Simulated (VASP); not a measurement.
# Cu3O2 (Immm) in VASP: single point with PBEsol

Aim: the single point of Cu3O2 with PBEsol.

Program: VASP 6.6.1. These are calculated values, not measurements. Logs are shortened: lines on timing, memory, paths and dates and some standing lists are left out, and cuts for length are marked.

## Step 1: The cell of the first run

The structure is orthorhombic, space group Immm (No. 71). The conventional cell has a = 3.890 Å, b = 4.049 Å, c = 7.261 Å, α = 90.00°, β = 90.00°, γ = 90.00°. Cu (site symmetry mm2) has 2 O at 1.82 Å within 2.4 Å. Cu (site symmetry mmm) has 4 O at 1.94 to 2.02 Å and 8 Cu at 2.66 to 2.72 Å within 2.8 Å. O (site symmetry mmm) has 4 Cu at 1.82 to 1.94 Å within 2.4 Å. Within 2.4 Å of O (site symmetry mmm) lie 4 Cu at 1.82 to 2.02 Å.

## Step 2: Single point, PBEsol (strain -0.0200 x Voigt [1, -1, 0, 0, 0, 0])

Contents of INCAR:

```
  ALGO = Normal
  EDIFF = 1E-6
  ENCUT = 520
  GGA = PS
  ISIF = 2
  ISMEAR = 0
  LASPH = T
  LCHARG = F
  LREAL = F
  LWAVE = F
  NBANDS = 30
  NELM = 100
  PREC = Accurate
  SIGMA = 0.15
```

Contents of KPOINTS:

```
k-points
0
Gamma
  16 16 16
```

Contents of POSCAR:

```
Cu3O2
1.0
   -1.9449923281      2.0243797701      3.6304514900
    1.9449923281     -2.0243797701      3.6304514900
    1.9449923281      2.0243797701     -3.6304514900
Cu O
3 2
Direct
    0.2500000000      0.7500000000      0.5000000000
    0.7500000000      0.2500000000      0.5000000000
    0.0000000000      0.0000000000      0.0000000000
    0.0000000000      0.5000000000      0.5000000000
    0.5000000000      0.0000000000      0.5000000000
```

Potentials or basis: VASP PAW PBE potentials, release 64 (Cu, O).

Started as:

```console
$ cat potpaw_PBE.64/Cu/POTCAR potpaw_PBE.64/O/POTCAR > POTCAR
$ mpirun -np 1 vasp_std > vasp.out
```

OUTCAR:

```text
EDIFF = 1E-6
   ENCUT = 520
   GGA = PS
   ISIF = 2
   ISMEAR = 0
   LASPH = T
   LREAL = F
   NELM = 100
   PREC = Accurate

 ion  position               nearest neighbor table
   1  0.250  0.750  0.500-   4 1.82   5 1.82   3 2.66   3 2.66   3 2.72   3 2.72
   2  0.750  0.250  0.500-   4 1.82   5 1.82   3 2.66   3 2.66   3 2.72   3 2.72
   3  0.000  0.000  0.000-   4 1.94   4 1.94   5 2.02   5 2.02   1 2.66   2 2.66   1 2.66   2 2.66
                             2 2.72   1 2.72   1 2.72   2 2.72
   4  0.000  0.500  0.500-   1 1.82   2 1.82   3 1.94   3 1.94
   5  0.500  0.000  0.500-   1 1.82   2 1.82   3 2.02   3 2.02

  LATTYP: Found a body centered orthorhombic cell.
 ALAT       =     3.8899846562
 B/A-ratio  =     1.0408163265
 C/A-ratio  =     1.8665633985

  Lattice vectors:

 A1 = (  -1.9449923281,   2.0243797701,   3.6304514900)
 A2 = (   1.9449923281,  -2.0243797701,   3.6304514900)
 A3 = (   1.9449923281,   2.0243797701,  -3.6304514900)

Analysis of symmetry for initial positions (statically):
=====================================================================
 Subroutine PRICEL returns:
 Original cell was already a primitive cell.

 Routine SETGRP: Setting up the symmetry group for a
 body centered orthorhombic supercell.

 Subroutine GETGRP returns: Found  8 space group operations
 (whereof  8 operations were pure point group operations)
 out of a pool of  8 trial point group operations.

The static configuration has the point symmetry D_2h.

Analysis of symmetry for dynamics (positions and initial velocities):
=====================================================================
 Subroutine PRICEL returns:
 Original cell was already a primitive cell.

 Routine SETGRP: Setting up the symmetry group for a
 body centered orthorhombic supercell.

 Subroutine GETGRP returns: Found  8 space group operations
 (whereof  8 operations were pure point group operations)
 out of a pool of  8 trial point group operations.

The dynamic configuration has the point symmetry D_2h.

 Subroutine INISYM returns: Found  8 space group operations
 (whereof  8 operations are pure point group operations),
 and found     1 'primitive' translations

[... 93 lines left out ...]
   ICHARG =      2    charge: 1-file 2-atom 10-const
   ISPIN  =      1    spin polarized calculation?
   LNONCOLLINEAR =      F non collinear calculations
   LSORBIT =      F    spin-orbit coupling
   LASPH  =      T    aspherical Exc in radial PAW
   ENCUT  =  520.0 eV  38.22 Ry    6.18 a.u.   8.53  8.53  8.53*2*pi/ulx,y,z
   NELM   =    100;   NELMIN=  2; NELMDL= -5     # of ELM steps
   EDIFF  = 0.1E-05   stopping-criterion for ELM
   LREAL  =      F    real-space projection
   EDIFFG = 0.1E-04   stopping-criterion for IOM
   NSW    =      0    number of steps for IOM
   IBRION =     -1    ionic relax: 0-MD 1-quasi-New 2-CG
   NFREE  =      0    steps in history (QN), initial steepest desc. (CG)
   ISIF   =      2    stress and relaxation
   ISYM   =      2    0-nonsym 1-usesym 2-fastsym
   POTIM  = 0.5000    time-step for ionic-motion
   TEBEG  =    0.0;   TEEND  =   0.0 temperature during run
   PSTRESS=    0.0 pullay stress
   NELECT =      45.0000    total number of electrons
   NUPDOWN=      -1.0000    fix difference up-down
   EMIN   =  10.00;   EMAX   =-10.00  energy-range for DOS
   EFERMI =   0.00;   METHOD = LEGACY
   ISMEAR =     0;   SIGMA  =   0.15  broadening in eV -4-tet -1-fermi 0-gaus
   EFERMI_NEDOS =   21; number of points for ismear=-14 and -15
   IALGO  =     38    algorithm
   IMIX   =      4    mixing-type and parameters
     AMIX     =   0.40;   BMIX     =  1.00
     AMIX_MAG =   1.60;   BMIX_MAG =  1.00
  volume/ion in A,a.u.               =      11.44        77.17
  Fermi-wavevector in a.u.,A,eV,Ry     =   1.511479  2.856281 31.083452  2.284569
  Thomas-Fermi vector in A             =   2.621531
   LORBIT       =      0    0 simple, 1 ext, 2 COOP (PROOUT), +10 PAW based schemes
   GGA     = PS    functional components
   LHFCALC =     F    Hartree Fock is set to
   AEXX    =    0.0000 exact exchange contribution
   IVDW    =     0    specifies the selected vdW correction
   LEPSILON=     F    determine dielectric tensor
   LRPA    =     F    only Hartree local field effects (RPA)
 non-spin polarized calculation
 Gauss-broadening in eV      SIGMA  =   0.15
  energy-cutoff  :      520.00
  volume of cell :       57.18
 maximum number of plane-waves:      1571
 NGX is ok and might be reduce to    36
   NGX = 17   NGY = 17   NGZ = 17

 number of electron      44.9999999 magnetization

 Free energy of the ion-electron system (eV)
  ---------------------------------------------------
  ext. energy  EPLUGINS =         0.00000000
  ---------------------------------------------------
  free energy    TOTEN  =       -24.97982800 eV

  energy without entropy =      -24.95884162  energy(sigma->0) =      -24.96933481

 E-fermi :   4.8029     XC(G=0): -11.6977

 val. band max:        4.8017291547   @ k =  -0.3125   0.1875   0.0625
 cond. band min:       4.8049687273   @ k =  -0.1875  -0.1875   0.1250
 fundamental gap:      0.0032395726
 Fermi energy:         4.8028534296

 k-point     1 :       0.0000    0.0000    0.0000
  band No.  band energies     occupation
      1     -14.6884      2.00000
      2     -13.2588      2.00000
      3      -2.1244      2.00000
      4      -1.1573      2.00000
      5      -1.1299      2.00000
      6      -0.5226      2.00000
[... 781 lines left out ...]
     29      15.7126      0.00000
     30      16.4268      0.00000

 [... further k-points ...]
[... 5 lines left out ...]
  --------------------------------------------------------------------------------------
  -------------------------------------------------------------------------------------
  Total        0.9256329     -0.3659394      0.6268876      0.0000000      0.0000000      0.0000000
  in kB       25.9369467    -10.2539047     17.5658732      0.0000000      0.0000000      0.0000000
  external PRESSURE =      11.0829717 kB  Pullay stress =       0.0000000 kB

 VOLUME and BASIS-vectors are now :
 -----------------------------------------------------------------------------
  energy-cutoff  :      520.00
  volume of cell :       57.18
      direct lattice vectors                 reciprocal lattice vectors
    -1.944992328  2.024379770  3.630451490     0.000000000  0.246989230  0.137723917
     1.944992328 -2.024379770  3.630451490     0.257070423  0.000000000  0.137723917
     1.944992328  2.024379770 -3.630451490     0.257070423  0.246989230  0.000000000

 POSITION                                       TOTAL-FORCE (eV/Angst)
 -----------------------------------------------------------------------------------
      1.94499     -0.00000      1.81523         0.000000      0.000000      0.201894
     -0.00000      2.02438      1.81523        -0.000000     -0.000000     -0.201894
      0.00000      0.00000      0.00000         0.000000     -0.000000      0.000000
      1.94499      0.00000      0.00000         0.000000     -0.000000      0.000000
      0.00000      2.02438      0.00000         0.000000     -0.000000      0.000000
 -----------------------------------------------------------------------------------
    total drift:                                0.000000      0.000000      0.000000

  FREE ENERGIE OF THE ION-ELECTRON SYSTEM (eV)
  ---------------------------------------------------
  free  energy   TOTEN  =       -24.9798280037 eV

  energy  without entropy=      -24.9588416196  energy(sigma->0) =      -24.96933481
```

OSZICAR:

```text
N       E                     dE             d eps       ncg     rms          rms(c)
DAV:   1     0.434624132175E+03    0.43462E+03   -0.20882E+04 38732   0.237E+03
DAV:   2     0.364177437873E+02   -0.39821E+03   -0.37418E+03 37664   0.446E+02
DAV:   3    -0.288833543943E+02   -0.65301E+02   -0.61730E+02 48864   0.204E+02
DAV:   4    -0.322279204232E+02   -0.33446E+01   -0.33165E+01 51446   0.509E+01
DAV:   5    -0.322669675834E+02   -0.39047E-01   -0.39031E-01 49806   0.574E+00    0.196E+01
DAV:   6    -0.290952247968E+02    0.31717E+01   -0.58259E+01 52436   0.170E+02    0.144E+01
DAV:   7    -0.249152564502E+02    0.41800E+01   -0.16790E+01 47266   0.115E+02    0.309E+00
DAV:   8    -0.250666089585E+02   -0.15135E+00   -0.23696E+00 54274   0.149E+01    0.206E+00
DAV:   9    -0.250224475495E+02    0.44161E-01   -0.22304E-01 54690   0.182E+01    0.180E+00
DAV:  10    -0.249907106261E+02    0.31737E-01   -0.19486E-01 57328   0.156E+01    0.740E-01
DAV:  11    -0.249854573653E+02    0.52533E-02   -0.27914E-02 57394   0.266E+00    0.623E-01
DAV:  12    -0.249800221738E+02    0.54352E-02   -0.14915E-02 56984   0.123E+00    0.193E-01
DAV:  13    -0.249798314815E+02    0.19069E-03   -0.26342E-03 56322   0.500E-01    0.608E-02
DAV:  14    -0.249798500002E+02   -0.18519E-04   -0.12506E-04 52274   0.174E-01    0.520E-02
DAV:  15    -0.249798276050E+02    0.22395E-04   -0.75663E-05 59370   0.165E-01    0.984E-03
DAV:  16    -0.249798281579E+02   -0.55295E-06   -0.16021E-05 55198   0.409E-02    0.330E-03
DAV:  17    -0.249798280037E+02    0.15427E-06   -0.36206E-07 23334   0.179E-02
   1 F= -.24979828E+02 E0= -.24969335E+02  d E =-.209864E-01
```

Run time: 12 min. Hardware: 1 thread of Intel Xeon 6975P-C (Granite Rapids), shared host; peak memory 0.86 GiB.

Results:

- Free energy: -24.9798 eV
- Pressure: 1.1 GPa
- Largest force: 0.202 eV/Å
- Band gap on the k mesh: zero (an odd number of electrons rules out a gap without spin polarisation)

Forces in eV/Å, atoms in the order of the input:
```
Cu   0.000  0.000  0.202
Cu   0.000  0.000 -0.202
Cu   0.000  0.000  0.000
O    0.000  0.000  0.000
O    0.000  0.000  0.000
```

Stress tensor (GPa, compression positive):
```
 2.59  0.00  0.00
 0.00 -1.03  0.00
 0.00  0.00  1.76
```

Caveat: the cell differs from its parent crystal (strain -0.0200 x Voigt [1, -1, 0, 0, 0, 0]); the PAW data sets were made with another functional, which shifts forces and pressure a little; an odd number of electrons without spin polarisation forces a metal; a magnetic or distorted state may lie lower.
